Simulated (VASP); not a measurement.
Wanted: the native input for a VASP 6.6.1 run.

```yaml
Task: single point
Functional: PBE
Potentials_or_basis: VASP PAW PBE potentials, release 64 (Mn_pv, Sb)
Cutoff: 520 eV
k_mesh: 7 × 7 × 5
Occupations: fermi-dirac, width 0.05 eV
Spin: collinear spin, antiferromagnetic start
Starting_moments: "[4.0, -4.0, 0.0, 0.0] μB"
Dipole_correction: no
Further_INCAR_settings: ALGO = Normal; EDIFF = 1e-06; NBANDS = 30
```

The structure of MnSb lies in POSCAR:

```
MnSb
1.0
    4.1500000000      0.0000000000      0.0000000000
   -2.0750000000      3.5940054257      0.0000000000
    0.0000000000      0.0000000000      5.7800000000
Mn Sb
2 2
Direct
    0.0000000000      0.0000000000      0.0000000000
    0.0000000000      0.0000000000      0.5000000000
    0.3333333333      0.6666666667      0.2500000000
    0.6666666667      0.3333333333      0.7500000000
```

The input as run:

INCAR

```
PREC = Accurate ; ENCUT = 520
EDIFF = 1E-6 ; ISMEAR = -1
SIGMA = 0.05 ; LREAL = F
LASPH = T ; NELM = 150
ALGO = Normal ; ISIF = 2
LWAVE = F ; LCHARG = F
ISPIN = 2 ; MAGMOM = 4 -4 0 0
LORBIT = 11 ; LMAXMIX = 4
GGA = PE ; NBANDS = 30
```

KPOINTS

```
Automatic mesh
0
Gamma
  7 7 5
```

Potentials or basis: VASP PAW PBE potentials, release 64 (Mn_pv, Sb).

The run is started by

```sh
$ cat potpaw_PBE.64/Mn_pv/POTCAR potpaw_PBE.64/Sb/POTCAR > POTCAR
$ mpirun -np 1 vasp_std > vasp.out
```

Results of the run:

The pressure is -3.6 GPa. The band gap on the k mesh is zero (filled and empty bands overlap) and the net moment is 0.00 μB per cell. The site moments are Mn +3.33, -3.33; Sb +0.00 μB and the valence electrons inside the program's atomic spheres are Mn 11.52; Sb 2.44.

Caveat: the cell stands under tension; the antiferromagnetic order is the one typed at the start, and another may lie lower; spin-orbit coupling is left out, which moves the levels of the heavy elements.

Wall time 3.2 min on 1 thread of Intel Xeon 8259CL (shared host), peak memory 0.3 GiB.
